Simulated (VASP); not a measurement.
A run of VASP 6.6.1 is set up as follows.

INCAR

```
SYSTEM = SiO2
PREC = Accurate
ENCUT = 520
EDIFF = 1E-7
ISMEAR = 0
SIGMA = 0.02
LREAL = .False.
LASPH = .True.
NELM = 60
ALGO = Normal
ISIF = 2
LWAVE = .False.
LCHARG = .False.
GGA = CA
NBANDS = 44
```

KPOINTS

```
regular mesh
0
Gamma
  6 6 6
  0 0 0
```

Contents of POSCAR:

```
SiO2
1.0
   -4.2982404948      4.2982404948      2.5866886417
    4.2982404948     -4.2982404948      2.5866886417
    4.2982404948      4.2982404948     -2.5866886417
Si O
4 8
Direct
    0.1784442804      0.1784442804      0.3568885609
    0.8215557196      0.1784442804      0.0000000000
    0.1784442804      0.8215557196      0.0000000000
    0.8215557196      0.8215557196      0.6431114391
    0.5000000000      0.5000000000      0.5000000000
    0.0000000000      0.5000000000      0.0000000000
    0.5000000000      0.0000000000      0.0000000000
    0.0000000000      0.0000000000      0.5000000000
    0.0000000000      0.2169656013      0.2169656013
    0.7830343987      0.0000000000      0.7830343987
    0.2169656013      0.0000000000      0.2169656013
    0.0000000000      0.7830343987      0.7830343987
```

Potentials or basis: VASP PAW LDA potentials, release 64 (Si, O).

Launch:

```bash
$ cat potpaw_LDA.64/Si/POTCAR potpaw_LDA.64/O/POTCAR > POTCAR
$ mpirun -np 1 vasp_std > vasp.out
```

Task: Estimate the pressure.

Result: 12.5 GPa.

Task: What does it give for the largest force?

Result: 0.046 eV/Å.

Forces in eV/Å, atoms in the order of the input:
```
Si   0.032  0.032  0.000
Si   0.032 -0.032  0.000
Si  -0.032  0.032  0.000
Si  -0.032 -0.032  0.000
O    0.000  0.000  0.000
O    0.000  0.000  0.000
O    0.000  0.000  0.000
O    0.000  0.000  0.000
O    0.003  0.000  0.000
O    0.000 -0.003  0.000
O    0.000  0.003  0.000
O   -0.003  0.000  0.000
```

Caveat: the cell stands under pressure.
